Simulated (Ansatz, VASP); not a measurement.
**Two plane-wave programs on P**

Contents of INCAR:

```
ALGO = Normal
EDIFF = 1E-7
ENCUT = 520
GGA = PE
ISIF = 2
ISMEAR = 0
LASPH = T
LCHARG = T
LELF = T
LREAL = F
LVHAR = T
LWAVE = F
NBANDS = 12
NELM = 60
PREC = Accurate
SIGMA = 0.01
```

KPOINTS

```
k-points
0
Gamma
  9 9 5
```

The input POSCAR:

```
P
1.0
    2.4246941115      0.0000000000      0.0000000000
    0.0000000000      2.4385351442      0.0000000000
   -0.0203144631      0.0000000000      4.8524328982
P
2
Direct
    0.9999999700      0.0000000000      0.2505746400
    0.0000000300      0.0000000000      0.7494253600
```

Input for Ansatz:

```yaml
crystal:
  lattice:
    - [2.4246941115, 0.0, 0.0]
    - [0.0, 2.4385351442, 0.0]
    - [-0.0203144631, 0.0, 4.8524328982]
  atoms:
    - { symbol: P, position: [0.99999997, 0.0, 0.25057464] }
    - { symbol: P, position: [3.0e-08, 0.0, 0.74942536] }
basis:
  ecutwfc: 420
kpoints:
  mp_grid: { grid: [9, 9, 5] }
hamiltonian:
  xc: pbe
scf:
  occupations: { method: gaussian, width: 0.01 }
output:
  forces: true
  stress: true
  eigenvalues: true
```

Alike in both runs: task single point; functional PBE; k mesh 9 × 9 × 5; occupations gaussian, width 0.01 eV; no spin polarisation.

|  | VASP | Ansatz |
| --- | --- | --- |
| version | VASP 6.6.1 | Ansatz 0.2.0 |
| potentials or method | VASP PAW PBE potentials, release 64 (P), cutoff 520 eV | scalar-relativistic, plane waves, PAW |
| valence electrons in the cell | 10 | 10 |

```tsv
	VASP	Ansatz	Ansatz less VASP
gap on the k mesh at the Fermi level (eV)	none	none	-
pressure (GPa)	2.1	2.4	+0.30
traceless stress, the component that is largest in VASP (GPa)	2.23	2.23	-0.001
```

A gap of «none» marks a metal or a gap that the smearing closes. With one functional, cell and mesh, what is left measures potentials, basis and numerics.
